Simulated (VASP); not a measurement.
Set up this calculation in VASP 6.6.1, as the native input.

| Item | Value |
| --- | --- |
| Task | single point |
| Functional | r2SCAN |
| Potentials or basis | VASP PAW PBE potentials, release 64 (Li_sv) |
| Cutoff | 520 eV |
| k mesh | 21 × 21 × 21 |
| Occupations | fermi-dirac, width 0.1 eV |
| Spin | no spin polarisation |
| Dipole correction | no |
| Further INCAR settings | ALGO = Normal; EDIFF = 1e-06; NBANDS = 8 |

The system is Li.

```
CELL_PARAMETERS angstrom
-1.80485 1.80485 1.80485
1.80485 -1.80485 1.80485
1.80485 1.80485 -1.80485
ATOMIC_POSITIONS crystal
Li 0.00000 0.00000 0.00000
```

These files were run (other wordings do the same):

POSCAR

```
Li
1.0
   -1.8048491396      1.8048491396      1.8048491396
    1.8048491396     -1.8048491396      1.8048491396
    1.8048491396      1.8048491396     -1.8048491396
Li
1
Direct
    0.0000000000      0.0000000000      0.0000000000
```

INCAR.step1

```
ALGO = Normal
EDIFF = 1E-4
ENCUT = 520
GGA = PE
ISMEAR = -1
LASPH = T
LCHARG = F
LREAL = F
LWAVE = T
NBANDS = 8
NELM = 80
PREC = Accurate
SIGMA = 0.1
```

INCAR.step2

```
ALGO = Normal
EDIFF = 1E-6
ENCUT = 520
ISIF = 2
ISMEAR = -1
ISTART = 1
LASPH = T
LCHARG = F
LMIXTAU = T
LREAL = F
LWAVE = F
METAGGA = R2SCAN
NBANDS = 8
NELM = 80
PREC = Accurate
SIGMA = 0.1
```

KPOINTS

```
k-points
0
Gamma
  21 21 21
```

Potentials or basis: VASP PAW PBE potentials, release 64 (Li_sv).

The run is started by

```bash
$ cat potpaw_PBE.64/Li_sv/POTCAR > POTCAR
$ cp INCAR.step1 INCAR
$ mpirun -np 1 vasp_std > vasp.out
$ cp INCAR.step2 INCAR
$ mpirun -np 1 vasp_std > vasp.out
```

Results of the run:

The band gap on the k mesh is zero (an odd number of electrons rules out a gap without spin polarisation).

It took 2.6 min on 1 thread of Intel(R) Xeon(R) Platinum 8375C CPU @ 2.90GHz (Ice Lake), on a shared host, peak memory 0.16 GiB.
